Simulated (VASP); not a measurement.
# SrCl2 (Fm-3m) in VASP: further runs

The runs below take SrCl2 through single point, with PBE, LDA.

All numbers are computed with VASP 6.6.1; they aren't measurements. Logs are shortened: lines on timing, memory, paths and dates and some standing lists are left out, and cuts for length are marked.

### 1 The cell of the first run

It takes space group Fm-3m (No. 225, cubic). The conventional cell has a = 7.114 Å, b = 7.114 Å, c = 7.114 Å, α = 90.00°, β = 90.00°, γ = 90.00°. Sr (site symmetry m-3m) has 8 Cl at 3.08 Å within 4.1 Å. Within 4.1 Å of Cl (site symmetry -43m) lie 4 Sr at 3.08 Å and 6 Cl at 3.56 Å.

### 2 Single point, PBE (volume scaled by 1.06)

The input, INCAR:

```
SYSTEM = SrCl2
PREC = Accurate
ENCUT = 520
EDIFF = 1E-6
ISMEAR = -1
SIGMA = 0.05
LREAL = .FALSE.
LASPH = .TRUE.
NELM = 100
ALGO = Normal
ISIF = 2
LWAVE = .FALSE.
LCHARG = .FALSE.
GGA = PE
NBANDS = 19
```

The input, KPOINTS:

```
regular mesh
0
G
  7 7 7
  0 0 0
```

The input, POSCAR:

```
SrCl2
1.0
    0.0000000000      3.5567663891      3.5567663891
    3.5567663891      0.0000000000      3.5567663891
    3.5567663891      3.5567663891      0.0000000000
Sr Cl
1 2
Direct
    0.0000000000      0.0000000000      0.0000000000
    0.7500000000      0.7500000000      0.7500000000
    0.2500000000      0.2500000000      0.2500000000
```

Potentials or basis: VASP PAW PBE potentials, release 64 (Sr_sv, Cl).

Started as:

```bash
$ cat potpaw_PBE.64/Sr_sv/POTCAR potpaw_PBE.64/Cl/POTCAR > POTCAR
$ mpirun -np 1 vasp_std > vasp.out
```

OUTCAR:

```text
SYSTEM = SrCl2
   PREC = Accurate
   ENCUT = 520
   EDIFF = 1E-6
   ISMEAR = -1
   LREAL = .FALSE.
   LASPH = .TRUE.
   NELM = 100
   ISIF = 2
   GGA = PE

 ion  position               nearest neighbor table
   1  0.000  0.000  0.000-   2 3.08   2 3.08   2 3.08   2 3.08   3 3.08   3 3.08   3 3.08   3 3.08

   2  0.750  0.750  0.750-   1 3.08   1 3.08   1 3.08   1 3.08
   3  0.250  0.250  0.250-   1 3.08   1 3.08   1 3.08   1 3.08

  LATTYP: Found a face centered cubic cell.
 ALAT       =     7.1135327782

  Lattice vectors:

 A1 = (   0.0000000000,   3.5567663891,   3.5567663891)
 A2 = (   3.5567663891,   0.0000000000,   3.5567663891)
 A3 = (   3.5567663891,   3.5567663891,   0.0000000000)

Analysis of symmetry for initial positions (statically):
=====================================================================
 Subroutine PRICEL returns:
 Original cell was already a primitive cell.

 Routine SETGRP: Setting up the symmetry group for a
 face centered cubic supercell.

 Subroutine GETGRP returns: Found 48 space group operations
 (whereof 48 operations were pure point group operations)
 out of a pool of 48 trial point group operations.

The static configuration has the point symmetry O_h .

Analysis of symmetry for dynamics (positions and initial velocities):
=====================================================================
 Subroutine PRICEL returns:
 Original cell was already a primitive cell.

 Routine SETGRP: Setting up the symmetry group for a
 face centered cubic supercell.

 Subroutine GETGRP returns: Found 48 space group operations
 (whereof 48 operations were pure point group operations)
 out of a pool of 48 trial point group operations.

The dynamic configuration has the point symmetry O_h .

 Subroutine INISYM returns: Found 48 space group operations
 (whereof 48 operations are pure point group operations),
 and found     1 'primitive' translations

----------------------------------------------------------------------------------------

                                     Primitive cell

  volume of cell :      89.9904

  direct lattice vectors                    reciprocal lattice vectors
     0.000000000  3.556766389  3.556766389    -0.140577127  0.140577127  0.140577127
[... 77 lines left out ...]
   ISPIN  =      1    spin polarized calculation?
   LNONCOLLINEAR =      F non collinear calculations
   LSORBIT =      F    spin-orbit coupling
   LASPH  =      T    aspherical Exc in radial PAW
   ENCUT  =  520.0 eV  38.22 Ry    6.18 a.u.   9.35  9.35  9.35*2*pi/ulx,y,z
   NELM   =    100;   NELMIN=  2; NELMDL= -5     # of ELM steps
   EDIFF  = 0.1E-05   stopping-criterion for ELM
   LREAL  =      F    real-space projection
   EDIFFG = 0.1E-04   stopping-criterion for IOM
   NSW    =      0    number of steps for IOM
   IBRION =     -1    ionic relax: 0-MD 1-quasi-New 2-CG
   NFREE  =      0    steps in history (QN), initial steepest desc. (CG)
   ISIF   =      2    stress and relaxation
   ISYM   =      2    0-nonsym 1-usesym 2-fastsym
   POTIM  = 0.5000    time-step for ionic-motion
   TEBEG  =    0.0;   TEEND  =   0.0 temperature during run
   PSTRESS=    0.0 pullay stress
   NELECT =      24.0000    total number of electrons
   NUPDOWN=      -1.0000    fix difference up-down
   EMIN   =  10.00;   EMAX   =-10.00  energy-range for DOS
   EFERMI =   0.00;   METHOD = LEGACY
   ISMEAR =    -1;   SIGMA  =   0.05  broadening in eV -4-tet -1-fermi 0-gaus
   EFERMI_NEDOS =   21; number of points for ismear=-14 and -15
   IALGO  =     38    algorithm
   IMIX   =      4    mixing-type and parameters
     AMIX     =   0.40;   BMIX     =  1.00
     AMIX_MAG =   1.60;   BMIX_MAG =  1.00
  volume/ion in A,a.u.               =      30.00       202.43
  Fermi-wavevector in a.u.,A,eV,Ry     =   1.053772  1.991340 15.108385  1.110435
  Thomas-Fermi vector in A             =   2.188906
   LORBIT       =      0    0 simple, 1 ext, 2 COOP (PROOUT), +10 PAW based schemes
   GGA     = PE    functional components
   LHFCALC =     F    Hartree Fock is set to
   AEXX    =    0.0000 exact exchange contribution
   IVDW    =     0    specifies the selected vdW correction
   LEPSILON=     F    determine dielectric tensor
   LRPA    =     F    only Hartree local field effects (RPA)
 non-spin polarized calculation
  energy-cutoff  :      520.00
  volume of cell :       89.99
 maximum number of plane-waves:      2445
 NGX is ok and might be reduce to    40
   NGX = 19   NGY = 19   NGZ = 19

 number of electron      23.9999997 magnetization

 Free energy of the ion-electron system (eV)
  ---------------------------------------------------
  ext. energy  EPLUGINS =         0.00000000
  ---------------------------------------------------
  free energy    TOTEN  =       -12.78496080 eV

  energy without entropy =      -12.78496080  energy(sigma->0) =      -12.78496080

 E-fermi :   0.8725     XC(G=0):  -8.0350

 val. band max:       -0.2467263323   @ k =  -0.4286   0.4286   0.0000
 cond. band min:       4.8995125638   @ k =   0.0000   0.0000   0.0000
 fundamental gap:      5.1462388961
 Fermi energy:         0.8725322161

 k-point     1 :       0.0000    0.0000    0.0000
  band No.  band energies     occupation
      1     -33.3015      2.00000
      2     -15.2691      2.00000
      3     -15.2691      2.00000
      4     -15.2691      2.00000
      5     -13.3479      2.00000
      6     -12.6106      2.00000
[... 417 lines left out ...]
      6     -12.7984      2.00000
[... 11 lines left out ...]
     18       8.7456      0.00000
     19       9.9743      0.00000

------------------------ aborting loop because EDIFF is reached ----------------------------------------

  FORCE on cell =-STRESS in cart. coord.  units (eV):
  Direction    XX          YY          ZZ          XY          YZ          ZX
  --------------------------------------------------------------------------------------
  -------------------------------------------------------------------------------------
  Total       -0.5067413     -0.5067413     -0.5067413     -0.0000000      0.0000000      0.0000000
  in kB       -9.0219590     -9.0219590     -9.0219590     -0.0000000      0.0000000      0.0000000
  external PRESSURE =      -9.0219590 kB  Pullay stress =       0.0000000 kB

 VOLUME and BASIS-vectors are now :
 -----------------------------------------------------------------------------
  energy-cutoff  :      520.00
  volume of cell :       89.99
      direct lattice vectors                 reciprocal lattice vectors
     0.000000000  3.556766389  3.556766389    -0.140577127  0.140577127  0.140577127
     3.556766389  0.000000000  3.556766389     0.140577127 -0.140577127  0.140577127
     3.556766389  3.556766389  0.000000000     0.140577127  0.140577127 -0.140577127

 POSITION                                       TOTAL-FORCE (eV/Angst)
 -----------------------------------------------------------------------------------
      0.00000      0.00000      0.00000        -0.000000     -0.000000      0.000000
      5.33515      5.33515      5.33515         0.000000      0.000000     -0.000000
      1.77838      1.77838      1.77838         0.000000     -0.000000      0.000000
 -----------------------------------------------------------------------------------
    total drift:                               -0.000000     -0.000000      0.000000

  FREE ENERGIE OF THE ION-ELECTRON SYSTEM (eV)
  ---------------------------------------------------
  free  energy   TOTEN  =       -12.7849607971 eV

  energy  without entropy=      -12.7849607971  energy(sigma->0) =      -12.78496080
```

stdout:

```text
POSCAR found type information on POSCAR SrCl
 POSCAR found :  2 types and       3 ions
 scaLAPACK will be used
 LDA part: xc-table for (Slater+PW92), standard interpolation
 POSCAR, INCAR and KPOINTS ok, starting setup
 FFT: planning ... GRIDC
 FFT: planning ... GRID_SOFT
 FFT: planning ... GRID
 WAVECAR not read
 entering main loop
```

Wall time 22 s (1 thread of Intel Xeon 6975P-C (Granite Rapids), shared host); peak memory 0.24 GiB.

What came out:

```
Free energy            : -12.7850 eV
Pressure               : -0.9 GPa
Band gap on the k mesh : 5.15 eV, indirect (least direct gap 5.43 eV)
```

Levels at points of the mesh, in eV from the valence-band top:
```csv
k point,band 9,band 10,band 11,band 12,band 13,band 14,band 15,band 16
"(0.00, 0.00, 0.00)",-1.90,-0.28,-0.28,-0.28,5.15,6.13,6.13,8.96
```

Caveat: the cell differs from its parent crystal (volume scaled by 1.06). A k mesh can miss the band edges.

### 3 Single point, LDA

This run uses another cell than the first one, of 26.60 Å³/atom, 0.887 times its volume.

The input, INCAR:

```
  PREC = Accurate
  ENCUT = 520
  EDIFF = 1E-6
  ISMEAR = -1
  SIGMA = 0.05
  LREAL = False
  LASPH = True
  NELM = 80
  ALGO = Normal
  ISIF = 2
  LWAVE = False
  LCHARG = False
  GGA = CA
  NBANDS = 19
```

The input, KPOINTS:

```
Automatic mesh
0
Gamma
  6 6 6
```

The input, POSCAR:

```
SrCl2
1.0
    0.0000000000      3.4171392023      3.4171392023
    3.4171392023      0.0000000000      3.4171392023
    3.4171392023      3.4171392023      0.0000000000
Sr Cl
1 2
Direct
    0.0000000000      0.0000000000      0.0000000000
    0.7500000000      0.7500000000      0.7500000000
    0.2500000000      0.2500000000      0.2500000000
```

Potentials or basis: VASP PAW LDA potentials, release 64 (Sr_sv, Cl).

Started as:

```bash
$ cat potpaw_LDA.64/Sr_sv/POTCAR potpaw_LDA.64/Cl/POTCAR > POTCAR
$ mpirun -np 1 vasp_std > vasp.out
```

It took 22 s on 1 thread of Intel Xeon 6975P-C, shared host; peak memory 0.18 GiB.

Results (log left out):

| Property | Result |
| --- | --- |
| Free energy | -14.0771 eV |
| Pressure | -0.5 GPa |
| Band gap on the k mesh | 5.11 eV, direct |

Levels at points of the mesh, in eV from the valence-band top:
| k point | band 9 | band 10 | band 11 | band 12 | band 13 | band 14 | band 15 | band 16 |
| --- | --- | --- | --- | --- | --- | --- | --- | --- |
| (0.00, 0.00, 0.00) | -2.42 | -0.37 | -0.37 | -0.37 | 5.12 | 5.78 | 5.78 | 8.81 |
| (0.50, 0.00, 0.00) | -1.68 | -1.49 | -1.16 | -1.16 | 6.48 | 6.48 | 7.51 | 7.52 |
| (0.50, 0.50, 0.00) | -2.08 | -0.47 | -0.47 | 0.00 | 5.11 | 6.97 | 7.49 | 8.02 |

A k mesh can miss the band edges. Expect the measured gap to be larger: semilocal functionals such as LDA lack the derivative discontinuity.
